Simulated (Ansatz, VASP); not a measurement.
AlGa3N4: VASP beside Ansatz

```
CELL_PARAMETERS angstrom
5.14235 0.00000 0.00012
0.00000 3.16498 0.00000
-0.00359 0.00000 5.47849
ATOMIC_POSITIONS crystal
Al 0.00060 0.50000 0.66736
Ga 0.49912 0.50000 0.33492
Ga 0.49903 0.00000 0.83156
Ga 0.95345 0.07540 0.16618
N 0.11967 0.50000 0.34010
N 0.11765 0.00000 0.82638
N 0.62044 0.00000 0.16622
N 0.63123 0.50000 0.66730
```

Alike in both runs: task single point; functional PBEsol; k mesh 6 × 8 × 6; occupations gaussian, width 0.05 eV; no spin polarisation.

|  | VASP | Ansatz |
| --- | --- | --- |
| version | VASP 6.6.1 | Ansatz 0.2.0 |
| potentials or method | VASP PAW PBE potentials, release 64 (Al, Ga_d, N), cutoff 520 eV | scalar-relativistic, plane waves, PAW |
| valence electrons in the cell | 62 | 62 |

```csv
,VASP,Ansatz,Ansatz less VASP
gap on the k mesh at the Fermi level (eV),1.95,1.94,-0.011
least direct gap on the mesh (eV),1.95,1.94,-0.011
pressure (GPa),3.1,3.3,+0.18
"traceless stress, the component that is largest in VASP (GPa)",6.27,6.40,+0.130
rms of the force components (eV/Å),1.458,1.475,+0.0172
```

VASP's potentials were made for PBE, not for PBEsol. Atom by atom the forces differ by 0.021 eV/Å (rms over components). The functional is the same, so the differences come from potentials, cutoffs and numerics.
